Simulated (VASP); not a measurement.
## Mo: single point with LDA

Mo:

```
Mo
1.0
     2.72109    0.00000    0.00000
    -1.36054    2.35653    0.00000
     0.00000    0.00000    2.49168
Mo
1
Cartesian
  0.0000 0.0000 1.2458
```

```json
{
 "Program": "VASP 6.6.1",
 "Task": "single point",
 "Functional": "LDA",
 "Potentials or basis": "VASP PAW LDA potentials, release 64 (Mo_sv)",
 "Cutoff": "520 eV",
 "k mesh": "14 × 14 × 13",
 "Occupations": "gaussian, width 0.1 eV",
 "Spin": "no spin polarisation"
}
```

```yaml
Pressure: 1.1 GPa
Band_gap_on_the_k_mesh: zero (band 7 reaches 13.08 eV, above the bottom of band 8 at 10.96 eV)
```

Stress tensor (GPa, compression positive):
```
0.92 0.00 0.00
0.00 0.92 0.00
0.00 0.00 1.34
```

Levels at points of the mesh, in eV from the Fermi level:
| k point | band 5 | band 6 | band 7 | band 8 | band 9 | band 10 |
| --- | --- | --- | --- | --- | --- | --- |
| (0.00, 0.00, 0.00) | -6.74 | -4.41 | -0.88 | -0.88 | 4.53 | 4.53 |
| (0.50, 0.00, 0.00) | -4.98 | -3.21 | 1.24 | 1.40 | 3.85 | 4.62 |

Wall time 15 s on 1 thread of Intel Xeon 6975P-C, on a shared host, peak memory 0.14 GiB.
